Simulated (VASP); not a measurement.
# Sb (Fm-3m) in VASP: notebook

The runs below take Sb through single point, with PBE-based screened hybrid, PBEsol.

All numbers are computed with VASP 6.6.1; they aren't measurements. Logs are shortened: lines on timing, memory, paths and dates and some standing lists are left out, and cuts for length are marked.

### Step 1. The cell of the first run

Symmetry: Fm-3m, No. 225, cubic system. Conventional cell: a = 4.742 Å, b = 4.742 Å, c = 4.742 Å, α = 90.00°, β = 90.00°, γ = 90.00°. Sb (site symmetry m-3m) has 12 Sb at 3.35 Å within 4.4 Å.

### Step 2. Single point, PBE-based screened hybrid

Input file POSCAR:

```
Sb
1.0
    0.0000000000      2.3712425216      2.3712425216
    2.3712425216      0.0000000000      2.3712425216
    2.3712425216      2.3712425216      0.0000000000
Sb
1
Direct
    0.0000000000      0.0000000000      0.0000000000
```

Input file INCAR.step1:

```
  ALGO = Normal
  EDIFF = 1E-5
  ENCUT = 520
  GGA = PE
  ISIF = 2
  ISMEAR = -1
  LASPH = True
  LCHARG = False
  LREAL = False
  LWAVE = True
  NBANDS = 8
  NELM = 100
  PREC = Accurate
  SIGMA = 0.05
```

Input file INCAR.step2:

```
  AEXX = 0.15
  ALGO = Normal
  EDIFF = 1E-6
  ENCUT = 520
  GGA = PE
  HFSCREEN = 0.2
  ISIF = 2
  ISMEAR = -1
  ISTART = 1
  LASPH = True
  LCHARG = False
  LHFCALC = True
  LREAL = False
  LWAVE = False
  NBANDS = 8
  NELM = 100
  PREC = Accurate
  PRECFOCK = Normal
  SIGMA = 0.05
```

Input file KPOINTS:

```
k-points
0
Gamma
  5 5 5
```

Potentials or basis: VASP PAW PBE potentials, release 64 (Sb).

Command:

```sh
> cat potpaw_PBE.64/Sb/POTCAR > POTCAR
> cp INCAR.step1 INCAR
> mpirun -np 1 vasp_std > vasp.out
> cp INCAR.step2 INCAR
> mpirun -np 1 vasp_std > vasp.out
```

OUTCAR:

```text
AEXX = 0.15
   EDIFF = 1E-6
   ENCUT = 520
   GGA = PE
   HFSCREEN = 0.2
   ISIF = 2
   ISMEAR = -1
   ISTART = 1
   LASPH = True
   LHFCALC = True
   LREAL = False
   NELM = 100
   PREC = Accurate
   PRECFOCK = Normal

 ion  position               nearest neighbor table
   1  0.000  0.000  0.000-

  LATTYP: Found a face centered cubic cell.
 ALAT       =     4.7424850432

  Lattice vectors:

 A1 = (   0.0000000000,   2.3712425216,   2.3712425216)
 A2 = (   2.3712425216,   0.0000000000,   2.3712425216)
 A3 = (   2.3712425216,   2.3712425216,   0.0000000000)

Analysis of symmetry for initial positions (statically):
=====================================================================
 Subroutine PRICEL returns:
 Original cell was already a primitive cell.

 Routine SETGRP: Setting up the symmetry group for a
 face centered cubic supercell.

 Subroutine GETGRP returns: Found 48 space group operations
[... 9 lines left out ...]

 Routine SETGRP: Setting up the symmetry group for a
 face centered cubic supercell.

 Subroutine GETGRP returns: Found 48 space group operations
[... 11 lines left out ...]
                                     Primitive cell

  volume of cell :      26.6660

  direct lattice vectors                    reciprocal lattice vectors
     0.000000000  2.371242522  2.371242522    -0.210859916  0.210859916  0.210859916
     2.371242522  0.000000000  2.371242522     0.210859916 -0.210859916  0.210859916
     2.371242522  2.371242522  0.000000000     0.210859916  0.210859916 -0.210859916

  length of vectors
     3.353443334  3.353443334  3.353443334     0.365220089  0.365220089  0.365220089

  position of ions in fractional coordinates (direct lattice)
     0.000000000  0.000000000  0.000000000

  ion indices of the primitive-cell ions
   primitive index   ion index
                 1           1

----------------------------------------------------------------------------------------

 KPOINTS: k-points

Automatic generation of k-mesh.
 Grid dimensions read from file:
 generate k-points for:    5    5    5

 Generating k-lattice:

  Cartesian coordinates                     Fractional coordinates (reciprocal lattice)
    -0.042171983  0.042171983  0.042171983     0.200000000  0.000000000  0.000000000
     0.042171983 -0.042171983  0.042171983     0.000000000  0.200000000  0.000000000
     0.042171983  0.042171983 -0.042171983     0.000000000  0.000000000  0.200000000

  Length of vectors
     0.073044018  0.073044018  0.073044018

  Shift w.r.t. Gamma in fractional coordinates (k-lattice)
     0.000000000  0.000000000  0.000000000

 Subroutine IBZKPT returns following result:
 ===========================================

 Found     10 irreducible k-points:

 Following reciprocal coordinates:
            Coordinates               Weight
  0.000000  0.000000  0.000000      1.000000
  0.200000  0.000000  0.000000      8.000000
  0.400000  0.000000  0.000000      8.000000
  0.200000  0.200000  0.000000      6.000000
  0.400000  0.200000  0.000000     24.000000
 -0.400000  0.200000  0.000000     24.000000
 -0.200000  0.200000  0.000000     12.000000
  0.400000  0.400000  0.000000      6.000000
 -0.400000  0.400000  0.000000     12.000000
 -0.400000  0.400000  0.200000     24.000000
   k-points           NKPTS =     10   k-points in BZ     NKDIM =    125   number of bands    NBANDS=      8
   number of dos      NEDOS =    301   number of ions     NIONS =      1
   total plane-waves  NPLWV =  21952
   dimension x,y,z NGX =    28 NGY =   28 NGZ =   28
   dimension x,y,z NGXF=    56 NGYF=   56 NGZF=   56
   ions per type =               1
   NGX,Y,Z   is equivalent  to a cutoff of  13.88, 13.88, 13.88 a.u.
   NGXF,Y,Z  is equivalent  to a cutoff of  27.76, 27.76, 27.76 a.u.
 SYSTEM =  unknown system
   PREC   = accura    normal or accurate (medium, high low for compatibility)
   ISTART =      1    job   : 0-new  1-cont  2-samecut
   ICHARG =      0    charge: 1-file 2-atom 10-const
   ISPIN  =      1    spin polarized calculation?
   LNONCOLLINEAR =      F non collinear calculations
   LSORBIT =      F    spin-orbit coupling
   LASPH  =      T    aspherical Exc in radial PAW
   ENCUT  =  520.0 eV  38.22 Ry    6.18 a.u.   6.24  6.24  6.24*2*pi/ulx,y,z
   NELM   =    100;   NELMIN=  2; NELMDL=  0     # of ELM steps
   EDIFF  = 0.1E-05   stopping-criterion for ELM
   LREAL  =      F    real-space projection
   EDIFFG = 0.1E-04   stopping-criterion for IOM
   NSW    =      0    number of steps for IOM
   IBRION =     -1    ionic relax: 0-MD 1-quasi-New 2-CG
   NFREE  =      0    steps in history (QN), initial steepest desc. (CG)
   ISIF   =      2    stress and relaxation
   ISYM   =      3    0-nonsym 1-usesym 2-fastsym
   POTIM  = 0.5000    time-step for ionic-motion
   TEBEG  =    0.0;   TEEND  =   0.0 temperature during run
   PSTRESS=    0.0 pullay stress
   NELECT =       5.0000    total number of electrons
   NUPDOWN=      -1.0000    fix difference up-down
   EMIN   =  10.00;   EMAX   =-10.00  energy-range for DOS
   EFERMI =   0.00;   METHOD = LEGACY
   ISMEAR =    -1;   SIGMA  =   0.05  broadening in eV -4-tet -1-fermi 0-gaus
   EFERMI_NEDOS =   21; number of points for ismear=-14 and -15
   IALGO  =     38    algorithm
   IMIX   =      1    mixing-type and parameters
     AMIX     =   0.40;   BMIX     =  1.00
     AMIX_MAG =   1.60;   BMIX_MAG =  1.00
  volume/ion in A,a.u.               =      26.67       179.95
  Fermi-wavevector in a.u.,A,eV,Ry     =   0.937013  1.770697 11.945820  0.877993
  Thomas-Fermi vector in A             =   2.064081
   LORBIT       =      0    0 simple, 1 ext, 2 COOP (PROOUT), +10 PAW based schemes
   GGA     = PE    functional components
   LHFCALC =     T    Hartree Fock is set to
   PRECFOCK=normal    Normal, Fast or Accurate (Low or Medium for compatibility)
   ENCUT4O =  -1.0   cutoff for four orbital integrals eV
   NKREDX  =     1    reduce k-point grid by
   NKREDY  =     1    reduce k-point grid by
   NKREDZ  =     1    reduce k-point grid by
   AEXX    =    0.1500 exact exchange contribution
   HFSCREEN=    0.2000 screening length (either q_TF or 0.3 A-1)
   HFSCREENC=   0.2000 screening length for correlation (either q_TF or 0.3 A-1)
   ENCUTFOCK=  -1.0 apply spherical cutoff to Coloumb kernel
   IVDW    =     0    specifies the selected vdW correction
   LEPSILON=     F    determine dielectric tensor
   LRPA    =     F    only Hartree local field effects (RPA)
 non-spin polarized calculation
  energy-cutoff  :      520.00
  volume of cell :       26.67
 maximum number of plane-waves:       728
 NGX is ok and might be reduce to    28
  NGX = 20; NGY = 20; NGZ = 20

 number of electron       5.0000000 magnetization

 Free energy of the ion-electron system (eV)
  ---------------------------------------------------
  ext. energy  EPLUGINS =         0.00000000
  ---------------------------------------------------
  free energy    TOTEN  =        -4.23684892 eV

  energy without entropy =       -4.22378602  energy(sigma->0) =       -4.23031747

 E-fermi :   8.3842     XC(G=0):  -9.2266

 val. band max:        8.3318471309   @ k =  -0.4000   0.4000   0.2000
 cond. band min:       8.6177986459   @ k =  -0.2000   0.2000   0.0000
 fundamental gap:      0.2859515150
 Fermi energy:         8.3842410846

 k-point     1 :       0.0000    0.0000    0.0000
  band No.  band energies     occupation
      1      -5.3481      2.00000
      2      14.4029      0.00000
      3      14.4029      0.00000
      4      14.4029      0.00000
      5      18.9606      0.00000
      6      18.9606      0.00000
      7      18.9606      0.00000
      8      19.3735      0.00000

 k-point     2 :       0.2000    0.0000    0.0000
  band No.  band energies     occupation
      1      -4.5041      2.00000
      2       9.3539      0.00000
      3      13.5590      0.00000
      4      13.5590      0.00000
      5      17.4198      0.00000
      6      19.7606      0.00000
      7      19.7606      0.00000
      8      21.4766      0.00000

 k-point     3 :       0.4000    0.0000    0.0000
  band No.  band energies     occupation
      1      -2.1499      2.00000
      2       3.5605      2.00000
      3      12.6779      0.00000
      4      12.6779      0.00000
      5      17.1289      0.00000
      6      18.3051      0.00000
      7      18.3051      0.00000
      8      19.1241      0.00000

 k-point     4 :       0.2000    0.2000    0.0000
  band No.  band energies     occupation
      1      -4.2203      2.00000
      2      10.9676      0.00000
      3      11.6708      0.00000
      4      11.6708      0.00000
      5      15.4822      0.00000
      6      16.9359      0.00000
      7      22.5034      0.00000
      8      22.5034      0.00000

 k-point     5 :       0.4000    0.2000    0.0000
  band No.  band energies     occupation
      1      -2.3206      2.00000
      2       5.8036      2.00000
      3       9.8320      0.00000
      4      10.7480      0.00000
      5      14.9562      0.00000
      6      18.2710      0.00000
      7      21.6594      0.00000
      8      22.2033      0.00000

 k-point     6 :      -0.4000    0.2000    0.0000
  band No.  band energies     occupation
      1      -0.7291      2.00000
      2       3.1756      2.00000
      3       8.1778      1.96832
      4      11.4179      0.00000
      5      15.3518      0.00000
      6      20.2788      0.00000
      7      20.5567      0.00000
      8      23.7193      0.00000

 k-point     7 :      -0.2000    0.2000    0.0000
  band No.  band energies     occupation
      1      -3.1266      2.00000
      2       7.3457      2.00000
      3       8.6178      0.01855
      4      13.3063      0.00000
      5      17.3895      0.00000
      6      19.6569      0.00000
      7      19.9906      0.00000
      8      20.5158      0.00000

 k-point     8 :       0.4000    0.4000    0.0000
  band No.  band energies     occupation
      1      -0.9722      2.00000
      2       5.1086      2.00000
      3       9.3463      0.00000
      4       9.3463      0.00000
      5      13.3412      0.00000
      6      13.6283      0.00000
      7      25.8780      0.00000
      8      26.3496      0.00000

 k-point     9 :      -0.4000    0.4000    0.0000
  band No.  band energies     occupation
      1       0.6005      2.00000
      2       3.8088      2.00000
      3       5.9799      2.00000
      4       9.6088      0.00000
      5      13.6209      0.00000
      6      17.4296      0.00000
      7      24.6408      0.00000
      8      25.0563      0.00000

 k-point    10 :      -0.4000    0.4000    0.2000
  band No.  band energies     occupation
      1      -0.2155      2.00000
      2       4.9222      2.00000
      3       6.2371      2.00000
      4       8.3318      1.48073
      5      17.4722      0.00000
      6      18.3213      0.00000
      7      20.0292      0.00000
      8      23.9511      0.00000

------------------------ aborting loop because EDIFF is reached ----------------------------------------

  FORCE on cell =-STRESS in cart. coord.  units (eV):
  Direction    XX          YY          ZZ          XY          YZ          ZX
  --------------------------------------------------------------------------------------
  -------------------------------------------------------------------------------------
  Total       -0.0007270     -0.0007270     -0.0007270     -0.0000000     -0.0000000      0.0000000
  in kB       -0.0436799     -0.0436799     -0.0436799     -0.0000000     -0.0000000      0.0000000
  external PRESSURE =      -0.0436799 kB  Pullay stress =       0.0000000 kB

 VOLUME and BASIS-vectors are now :
 -----------------------------------------------------------------------------
  energy-cutoff  :      520.00
  volume of cell :       26.67
      direct lattice vectors                 reciprocal lattice vectors
     0.000000000  2.371242522  2.371242522    -0.210859916  0.210859916  0.210859916
     2.371242522  0.000000000  2.371242522     0.210859916 -0.210859916  0.210859916
     2.371242522  2.371242522  0.000000000     0.210859916  0.210859916 -0.210859916

 POSITION                                       TOTAL-FORCE (eV/Angst)
 -----------------------------------------------------------------------------------
      0.00000      0.00000      0.00000         0.000000     -0.000000     -0.000000
 -----------------------------------------------------------------------------------
    total drift:                               -0.000000     -0.000000      0.000000

  FREE ENERGIE OF THE ION-ELECTRON SYSTEM (eV)
  ---------------------------------------------------
  free  energy   TOTEN  =        -4.2368489191 eV

  energy  without entropy=       -4.2237860228  energy(sigma->0) =       -4.23031747
```

Run time: 47 s. Hardware: 1 thread of Intel Xeon 6975P-C (Granite Rapids), shared host; peak memory 0.25 GiB.

What came out:

- Free energy: -4.2368 eV
- Pressure: 0.0 GPa

Caveat: the k points lie up to 0.46 Å⁻¹ apart; the PAW data sets were made with another functional, which shifts forces and pressure a little; spin-orbit coupling is left out, which moves the levels of the heavy elements.

[end of part 1 of 2]
